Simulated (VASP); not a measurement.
# CoO (F-43m) in VASP: notebook

Runs on CoO. Level: PBE. Tasks: single point, relaxation of cell and atoms.

All numbers are computed with VASP 6.6.1; they aren't measurements. Logs are shortened: lines on timing, memory, paths and dates and some standing lists are left out, and cuts for length are marked.

### Step 1. The cell of the first run

It takes space group F-43m (No. 216, cubic). Conventional cell: a = 4.182 Å, b = 4.182 Å, c = 4.182 Å, α = 90.00°, β = 90.00°, γ = 90.00°. Within 2.4 Å of Co (site symmetry -43m) lie 4 O at 1.81 Å. O (site symmetry -43m) has 4 Co at 1.81 Å within 2.4 Å.

### Step 2. Single point, PBE, collinear spin, ferromagnetic start

INCAR reads:

```
PREC = Accurate
ENCUT = 520
EDIFF = 1E-7
ISMEAR = 0
SIGMA = 0.1
LREAL = F
LASPH = T
NELM = 150
ALGO = Normal
ISIF = 2
LWAVE = F
LCHARG = T
ISPIN = 2
MAGMOM = 3 0
LORBIT = 11
LMAXMIX = 4
GGA = PE
LELF = T
LVHAR = T
NBANDS = 18
```

KPOINTS reads:

```
Automatic mesh
0
Gamma
  8 8 8
```

POSCAR reads:

```
CoO
1.0
    0.0000000000      2.0909317300      2.0909317300
    2.0909317300      0.0000000000      2.0909317300
    2.0909317300      2.0909317300      0.0000000000
Co O
1 1
Direct
    0.0000000000      0.0000000000      0.0000000000
    0.7500000000      0.7500000000      0.7500000000
```

Potentials or basis: VASP PAW PBE potentials, release 64 (Co, O).

Run with:

```
$ cat potpaw_PBE.64/Co/POTCAR potpaw_PBE.64/O/POTCAR > POTCAR
$ mpirun -np 1 vasp_std > vasp.out
```

OUTCAR:

```text
PREC = Accurate
   ENCUT = 520
   EDIFF = 1E-7
   ISMEAR = 0
   LREAL = F
   LASPH = T
   NELM = 150
   ISIF = 2
   ISPIN = 2
   LORBIT = 11
   GGA = PE

 ion  position               nearest neighbor table
   1  0.000  0.000  0.000-   2 1.81   2 1.81   2 1.81   2 1.81
   2  0.750  0.750  0.750-   1 1.81   1 1.81   1 1.81   1 1.81

  LATTYP: Found a face centered cubic cell.
 ALAT       =     4.1818634600

  Lattice vectors:

 A1 = (   0.0000000000,   2.0909317300,   2.0909317300)
 A2 = (   2.0909317300,   0.0000000000,   2.0909317300)
 A3 = (   2.0909317300,   2.0909317300,   0.0000000000)

Analysis of symmetry for initial positions (statically):
=====================================================================
 Subroutine PRICEL returns:
 Original cell was already a primitive cell.

 Routine SETGRP: Setting up the symmetry group for a
 face centered cubic supercell.

 Subroutine GETGRP returns: Found 24 space group operations
 (whereof 24 operations were pure point group operations)
 out of a pool of 48 trial point group operations.

The static configuration has the point symmetry T_d .

Analysis of symmetry for dynamics (positions and initial velocities):
=====================================================================
 Subroutine PRICEL returns:
 Original cell was already a primitive cell.

 Routine SETGRP: Setting up the symmetry group for a
 face centered cubic supercell.

 Subroutine GETGRP returns: Found 24 space group operations
 (whereof 24 operations were pure point group operations)
 out of a pool of 48 trial point group operations.

The dynamic configuration has the point symmetry T_d .

Analysis of structural, dynamic, and magnetic symmetry:
=====================================================================
 Subroutine PRICEL returns:
 Original cell was already a primitive cell.

 Routine SETGRP: Setting up the symmetry group for a
 face centered cubic supercell.

 Subroutine GETGRP returns: Found 24 space group operations
 (whereof 24 operations were pure point group operations)
 out of a pool of 48 trial point group operations.

The overall configuration has the point symmetry T_d .

 Subroutine INISYM returns: Found 24 space group operations
 (whereof 24 operations are pure point group operations),
 and found     1 'primitive' translations

----------------------------------------------------------------------------------------

                                     Primitive cell

  volume of cell :      18.2831

  direct lattice vectors                    reciprocal lattice vectors
     0.000000000  2.090931730  2.090931730    -0.239127846  0.239127846  0.239127846
     2.090931730  0.000000000  2.090931730     0.239127846 -0.239127846  0.239127846
     2.090931730  2.090931730  0.000000000     0.239127846  0.239127846 -0.239127846

  length of vectors
     2.957024011  2.957024011  2.957024011     0.414181578  0.414181578  0.414181578

  position of ions in fractional coordinates (direct lattice)
     0.000000000  0.000000000  0.000000000
     0.750000000  0.750000000  0.750000000

  ion indices of the primitive-cell ions
   primitive index   ion index
                 1           1
                 2           2

----------------------------------------------------------------------------------------

 KPOINTS: Automatic mesh

Automatic generation of k-mesh.
 Grid dimensions read from file:
 generate k-points for:    8    8    8

 Generating k-lattice:

  Cartesian coordinates                     Fractional coordinates (reciprocal lattice)
    -0.029890981  0.029890981  0.029890981     0.125000000  0.000000000  0.000000000
     0.029890981 -0.029890981  0.029890981     0.000000000  0.125000000  0.000000000
     0.029890981  0.029890981 -0.029890981     0.000000000  0.000000000  0.125000000

  Length of vectors
     0.051772697  0.051772697  0.051772697

  Shift w.r.t. Gamma in fractional coordinates (k-lattice)
     0.000000000  0.000000000  0.000000000

 Subroutine IBZKPT returns following result:
 ===========================================

[... 54 lines left out ...]
[... 10 lines left out ...]
     17      37.8931      0.00000
     18      37.9534      0.00000

 [... further k-points ...]

 spin component 2

 k-point     1 :       0.0000    0.0000    0.0000
  band No.  band energies     occupation
      1     -12.7558      1.00000
      2       2.0416      1.00000
      3       2.0417      1.00000
      4       2.0417      1.00000
      5       7.7734      1.00000
      6       7.7736      1.00000
[... 10 lines left out ...]
     17      32.0068      0.00000
     18      34.6889      0.00000

 k-point     2 :       0.1250    0.0000    0.0000
  band No.  band energies     occupation
      1     -12.6181      1.00000
      2       1.6972      1.00000
      3       2.1037      1.00000
      4       2.1037      1.00000
      5       7.7368      1.00000
      6       7.7370      1.00000
[... 10 lines left out ...]
     17      35.1273      0.00000
     18      36.5894      0.00000

 k-point     3 :       0.2500    0.0000    0.0000
  band No.  band energies     occupation
      1     -12.2770      1.00000
      2       1.0705      1.00000
      3       2.2388      1.00000
      4       2.2388      1.00000
      5       7.7400      1.00000
      6       7.7402      1.00000
[... 10 lines left out ...]
     17      39.2851      0.00000
     18      39.3479      0.00000

 k-point     4 :       0.3750    0.0000    0.0000
  band No.  band energies     occupation
      1     -11.9232      1.00000
      2       0.6422      1.00000
      3       2.3486      1.00000
      4       2.3486      1.00000
      5       7.9167      1.00000
      6       7.9170      1.00000
[... 375 lines left out ...]
      4       2.4025      1.00000
      5       7.3553      1.00000
      6       8.0450      1.00000
[... 10 lines left out ...]
     17      36.5797      0.00000
     18      39.5956      0.00000

 k-point    23 :       0.5000    0.2500    0.1250
  band No.  band energies     occupation
      1     -11.7454      1.00000
      2       0.8620      1.00000
      3       2.0767      1.00000
      4       2.5295      1.00000
      5       7.5121      1.00000
      6       8.0623      1.00000
[... 10 lines left out ...]
     17      38.1027      0.00000
     18      39.2660      0.00000

 k-point    24 :      -0.3750    0.2500    0.1250
  band No.  band energies     occupation
      1     -11.6279      1.00000
      2       0.9422      1.00000
      3       1.9670      1.00000
      4       2.5745      1.00000
      5       7.5275      1.00000
      6       7.9590      1.00000
[... 10 lines left out ...]
     17      38.1116      0.00000
     18      38.1959      0.00000

 [... further k-points ...]
[... 5 lines left out ...]
  --------------------------------------------------------------------------------------
  -------------------------------------------------------------------------------------
  Total        4.5142793      4.5142793      4.5142793      0.0000000      0.0000000     -0.0000000
  in kB      395.5937747    395.5937747    395.5937747      0.0000000      0.0000000     -0.0000000
  external PRESSURE =     395.5937747 kB  Pullay stress =       0.0000000 kB

 VOLUME and BASIS-vectors are now :
 -----------------------------------------------------------------------------
  energy-cutoff  :      520.00
  volume of cell :       18.28
      direct lattice vectors                 reciprocal lattice vectors
     0.000000000  2.090931730  2.090931730    -0.239127846  0.239127846  0.239127846
     2.090931730  0.000000000  2.090931730     0.239127846 -0.239127846  0.239127846
     2.090931730  2.090931730  0.000000000     0.239127846  0.239127846 -0.239127846

 POSITION                                       TOTAL-FORCE (eV/Angst)
 -----------------------------------------------------------------------------------
      0.00000      0.00000      0.00000        -0.000000      0.000000      0.000000
      3.13640      3.13640      3.13640         0.000000     -0.000000     -0.000000
 -----------------------------------------------------------------------------------
    total drift:                                0.000001      0.000001      0.000001

  FREE ENERGIE OF THE ION-ELECTRON SYSTEM (eV)
  ---------------------------------------------------
  free  energy   TOTEN  =       -12.9753947470 eV

  energy  without entropy=      -12.9701852637  energy(sigma->0) =      -12.97279001

 total charge

# of ion       s       p       d       tot
------------------------------------------
    1        0.436   0.672   7.457   8.565
    2        1.561   3.523   0.000   5.084
--------------------------------------------------
tot          1.997   4.196   7.457  13.650

 magnetization (x)

# of ion       s       p       d       tot
------------------------------------------
    1        0.006   0.047   1.415   1.468
    2        0.016   0.134   0.000   0.150
--------------------------------------------------
tot          0.022   0.182   1.415   1.619
```

Run time: 30 s. Hardware: 1 thread of Intel Xeon 8259CL, shared host; peak memory 0.16 GiB.

Results:

```yaml
Free_energy: -12.9754 eV
Pressure: 39.6 GPa
Net_moment: 1.65 μB per cell
Site_moments: Co +1.47; O +0.15 μB
Valence_electrons_inside_the_program's_atomic_spheres: Co 8.56; O 5.08
```

Levels at points of the mesh, in eV from the Fermi level:
Spin up:
| k point | band 5 | band 6 | band 7 | band 8 | band 9 | band 10 | band 11 | band 12 | band 13 | band 14 |
| --- | --- | --- | --- | --- | --- | --- | --- | --- | --- | --- |
| (0.00, 0.00, 0.00) | -2.24 | -2.24 | 0.57 | 1.10 | 1.10 | 1.10 | 15.97 | 15.97 | 15.97 | 22.21 |
| (0.50, 0.00, 0.00) | -2.28 | -2.08 | -2.08 | -0.04 | -0.04 | 6.72 | 8.03 | 15.34 | 15.34 | 19.86 |
| (0.50, 0.50, 0.00) | -3.47 | -1.74 | -1.45 | -1.45 | -1.34 | 6.11 | 11.38 | 13.19 | 16.52 | 16.52 |
Spin down:
```
           k point  band 3  band 4  band 5  band 6  band 7  band 8  band 9  band 10  band 11  band 12
(0.00, 0.00, 0.00)   -7.01   -7.01   -1.27   -1.27    0.78    2.63    2.63     2.63    16.20    16.20
(0.50, 0.00, 0.00)   -6.66   -6.66   -0.98   -0.98   -0.56    1.43    1.43     6.95     8.46    15.70
(0.50, 0.50, 0.00)   -6.17   -6.17   -2.09   -0.73   -0.48    0.34    0.34     6.83    11.60    13.75
```

Caveat: a cell with one magnetic atom can't hold antiferromagnetic order, which such compounds often take; semilocal functionals often make such compounds metallic where correlation or magnetic order opens a gap, which also shifts bond lengths. With open d or f shells a metallic result of PBE can be an artefact of self-interaction; +U or a hybrid may open a gap.

### Step 3. Single point, PBE, collinear spin, ferromagnetic start

This run uses another cell than the first one, of 11.42 Å³/atom, 1.249 times its volume.

INCAR reads:

```
SYSTEM = CoO
PREC = Accurate ; ENCUT = 520
EDIFF = 1E-6 ; ISMEAR = 0
SIGMA = 0.1 ; LREAL = .FALSE.
LASPH = .TRUE. ; NELM = 150
ALGO = Normal ; ISIF = 2
LWAVE = .FALSE. ; LCHARG = .FALSE.
ISPIN = 2 ; MAGMOM = 3 0
LORBIT = 11 ; LMAXMIX = 4
GGA = PE ; NBANDS = 18
```

KPOINTS reads:

```
Automatic mesh
0
G
  8 8 8
  0 0 0
```

POSCAR reads:

```
CoO
1.0
    0.0000000000      2.2516967105      2.2516967105
    2.2516967105      0.0000000000      2.2516967105
    2.2516967105      2.2516967105      0.0000000000
Co O
1 1
Direct
    0.0000000000      0.0000000000      0.0000000000
    0.7500000000      0.7500000000      0.7500000000
```

Potentials or basis: VASP PAW PBE potentials, release 64 (Co, O).

Run with:

```
$ cat potpaw_PBE.64/Co/POTCAR potpaw_PBE.64/O/POTCAR > POTCAR
$ mpirun -np 1 vasp_std > vasp.out
```

Wall time 41 s (1 thread of Intel Xeon 8259CL, shared host); peak memory 0.16 GiB.

Results (log left out):

```yaml
Free_energy: -13.3732 eV
Pressure: -0.1 GPa
Net_moment: 2.78 μB per cell
Site_moments: Co +2.39; O +0.30 μB
Valence_electrons_inside_the_program's_atomic_spheres: Co 8.00; O 4.99
```

Levels at points of the mesh, in eV from the Fermi level:
Spin up:
| k point | band 6 | band 7 | band 8 | band 9 | band 10 | band 11 | band 12 | band 13 |
| --- | --- | --- | --- | --- | --- | --- | --- | --- |
| (0.00, 0.00, 0.00) | -2.20 | 0.19 | 0.31 | 0.31 | 0.31 | 14.24 | 14.24 | 14.24 |
| (0.50, 0.00, 0.00) | -2.15 | -2.15 | -0.52 | -0.52 | 5.76 | 7.04 | 13.67 | 13.67 |
| (0.50, 0.50, 0.00) | -1.88 | -1.76 | -1.76 | -1.50 | 5.22 | 9.98 | 11.16 | 14.32 |
Spin down:
```csv
k point,band 4,band 5,band 6,band 7,band 8,band 9
"(0.00, 0.00, 0.00)",-4.92,-0.52,-0.52,0.70,2.67,2.67
"(0.50, 0.00, 0.00)",-4.71,-0.28,-0.28,0.28,1.77,1.77
"(0.50, 0.50, 0.00)",-4.44,-0.75,-0.14,0.02,1.00,1.00
```

Caveat: a cell with one magnetic atom can't hold antiferromagnetic order, which such compounds often take; semilocal functionals often make such compounds metallic where correlation or magnetic order opens a gap, which also shifts bond lengths. With open d or f shells a metallic result of PBE can be an artefact of self-interaction; +U or a hybrid may open a gap.

### Step 4. Relaxation of cell and atoms, PBE, collinear spin, ferromagnetic start

INCAR reads:

```
  PREC = Accurate
  ENCUT = 600
  EDIFF = 1E-6
  ISMEAR = 0
  SIGMA = 0.1
  LREAL = F
  LASPH = T
  NELM = 150
  ALGO = Normal
  ISIF = 3
  LWAVE = F
  LCHARG = F
  ISPIN = 2
  MAGMOM = 3 0
  LORBIT = 11
  LMAXMIX = 4
  GGA = PE
  IBRION = 2
  NSW = 90
  EDIFFG = -0.04
```

KPOINTS reads:

```
regular mesh
0
Gamma
  8 8 8
```

POSCAR reads:

```
CoO
1.0
    0.0000000000      2.0909317300      2.0909317300
    2.0909317300      0.0000000000      2.0909317300
    2.0909317300      2.0909317300      0.0000000000
Co O
1 1
Direct
    0.0000000000      0.0000000000      0.0000000000
    0.7500000000      0.7500000000      0.7500000000
```

Run with:

```
$ cat potpaw_PBE.64/Co/POTCAR potpaw_PBE.64/O/POTCAR > POTCAR
$ mpirun -np 1 vasp_std > vasp.out
```

Wall time 81 s (1 thread of Intel Xeon 8259CL, shared host); peak memory 0.16 GiB.

The run converged. Its results:

```
Free energy                                           : -13.3679 eV
Relaxed volume                                        : 11.38 Å³/atom
Relaxed cell                                          : a = 3.181 Å, b = 3.181 Å, c = 3.181 Å, α = 60.00°, β = 60.00°, γ = 60.00°
Space group after relaxing (to 0.05 Å)                : F-43m (No. 216)
Energy gained by relaxing                             : 194.8 meV/atom
Ionic steps                                           : 4
Pressure after relaxing                               : 0.2 GPa
Net moment                                            : 2.77 μB per cell
Site moments                                          : Co +2.38; O +0.30 μB
Valence electrons inside the program's atomic spheres : Co 8.01; O 4.99
```

Step by step:
```
step  energy change (eV)  largest force (eV/Å)  pressure (GPa)  volume (Å³)
   1              0.0000                0.0000           39.30        18.28
   2             -0.3229                0.0000           -9.68        24.88
   3             -0.3856                0.0000            2.45        22.31
   4             -0.3896                0.0000            0.21        22.77
```

Final structure:
```
Co O
1.0
     0.00000    2.24960    2.24960
     2.24960    0.00000    2.24960
     2.24960    2.24960    0.00000
Co O
1 1
Direct
  0.00000 0.00000 0.00000
  0.75000 0.75000 0.75000
```

Levels at points of the mesh, in eV from the Fermi level:
Spin up:
| k point | band 6 | band 7 | band 8 | band 9 | band 10 | band 11 | band 12 | band 13 |
| --- | --- | --- | --- | --- | --- | --- | --- | --- |
| (0.00, 0.00, 0.00) | -2.20 | 0.20 | 0.32 | 0.32 | 0.32 | 14.26 | 14.26 | 14.26 |
| (0.50, 0.00, 0.00) | -2.14 | -2.14 | -0.52 | -0.52 | 5.77 | 7.05 | 13.69 | 13.69 |
| (0.50, 0.50, 0.00) | -1.88 | -1.75 | -1.75 | -1.50 | 5.23 | 10.00 | 11.18 | 14.35 |
Spin down:
| k point | band 3 | band 4 | band 5 | band 6 | band 7 | band 8 | band 9 | band 10 |
| --- | --- | --- | --- | --- | --- | --- | --- | --- |
| (0.00, 0.00, 0.00) | -4.94 | -4.94 | -0.52 | -0.52 | 0.71 | 2.67 | 2.67 | 2.67 |
| (0.50, 0.00, 0.00) | -4.73 | -4.73 | -0.29 | -0.29 | 0.28 | 1.77 | 1.77 | 6.24 |
| (0.50, 0.50, 0.00) | -4.46 | -4.46 | -0.76 | -0.15 | 0.02 | 0.99 | 0.99 | 6.25 |

Caveat: the volume moved by over 15 % at a fixed basis, so the end points are rough; a cell with one magnetic atom can't hold antiferromagnetic order, which such compounds often take; semilocal functionals often make such compounds metallic where correlation or magnetic order opens a gap, which also shifts bond lengths. With open d or f shells a metallic result of PBE can be an artefact of self-interaction; +U or a hybrid may open a gap.

### Step 5. Single point, PBE, collinear spin, ferromagnetic start

This run uses another cell than the first one, of 11.39 Å³/atom, 1.246 times its volume.

INCAR reads:

```
ALGO = Normal
EDIFF = 1E-6
ENCUT = 520
GGA = PE
ISIF = 2
ISMEAR = 0
ISPIN = 2
LASPH = T
LCHARG = F
LMAXMIX = 4
LORBIT = 11
LREAL = F
LWAVE = F
MAGMOM = 2.47 0.34
NBANDS = 18
NELM = 150
PREC = Accurate
SIGMA = 0.1
```

KPOINTS reads:

```
k-points
0
Gamma
  22 22 22
```

POSCAR reads:

```
CoO
1.0
    0.0000000000      2.2502429493      2.2502429493
    2.2502429493      0.0000000000      2.2502429493
    2.2502429493      2.2502429493      0.0000000000
Co O
1 1
Direct
    0.0000000000      0.0000000000      0.0000000000
    0.2500000000      0.2500000000      0.2500000000
```

Run with:

```
$ cat potpaw_PBE.64/Co/POTCAR potpaw_PBE.64/O/POTCAR > POTCAR
$ mpirun -np 1 vasp_std > vasp.out
```

Run time: 4.7 min. Hardware: 1 thread of Intel Xeon 8259CL, shared host; peak memory 0.32 GiB.

It converged, with:

* Free energy: -13.3732 eV
* Pressure: -0.4 GPa
* Net moment: 2.75 μB per cell
* Site moments: Co +2.37; O +0.29 μB
* Valence electrons inside the program's atomic spheres: Co 8.01; O 4.99

Levels at points of the mesh, in eV from the Fermi level:
Spin up:
```csv
k point,band 6,band 7,band 8,band 9,band 10,band 11,band 12,band 13
"(0.00, 0.00, 0.00)",-2.19,0.20,0.32,0.32,0.32,14.25,14.25,14.25
"(0.50, 0.00, 0.00)",-2.14,-2.14,-0.51,-0.51,5.77,7.04,13.69,13.69
"(0.50, 0.50, 0.00)",-1.87,-1.75,-1.75,-1.49,5.23,9.99,11.17,14.34
```
Spin down:
```
           k point  band 2  band 3  band 4  band 5  band 6  band 7  band 8  band 9  band 10  band 11
(0.00, 0.00, 0.00)   -4.95   -4.95   -4.95   -0.53   -0.53    0.70    2.66    2.66     2.66    14.70
(0.50, 0.00, 0.00)   -6.47   -4.73   -4.73   -0.29   -0.29    0.27    1.76    1.76     6.23     7.81
(0.50, 0.50, 0.00)   -6.54   -4.46   -4.46   -0.76   -0.15    0.01    0.98    0.98     6.24    10.69
```

Caveat: a cell with one magnetic atom can't hold antiferromagnetic order, which such compounds often take; semilocal functionals often make such compounds metallic where correlation or magnetic order opens a gap, which also shifts bond lengths.

### Step 6. The runs side by side

| task | cell | k mesh | cutoff (eV) | gap on the mesh (eV) | pressure (GPa) | moment (μB) |
| --- | --- | --- | --- | --- | --- | --- |
| single point | a = 2.957 Å, angles 60.0°, 2 atoms | 8 × 8 × 8 | 520 | none | 39.6 | 1.65 |
| single point | a = 3.184 Å, angles 60.0°, 2 atoms | 8 × 8 × 8 | 520 | none | -0.1 | 2.78 |
| relaxation of cell and atoms | relaxed from a = 2.957 Å, angles 60.0°, 2 atoms | 8 × 8 × 8 | 600 | none | 0.2 | 2.77 |
| single point | a = 3.182 Å, angles 60.0°, 2 atoms | 22 × 22 × 22 | 520 | none | -0.4 | 2.75 |

Alike in all rows: level PBE; potentials or basis VASP PAW PBE potentials, release 64 (Co, O); spin collinear, ferromagnetic start; smearing gaussian 0.1 eV.

Caveats: a cell with one magnetic atom can't hold antiferromagnetic order, which such compounds often take; semilocal functionals often make such compounds metallic where correlation or magnetic order opens a gap, which also shifts bond lengths; the volume moved by over 15 % at a fixed basis, so the end points are rough (some runs).

Total energies depend on the potentials used, so only differences within one code and one set of settings carry meaning.
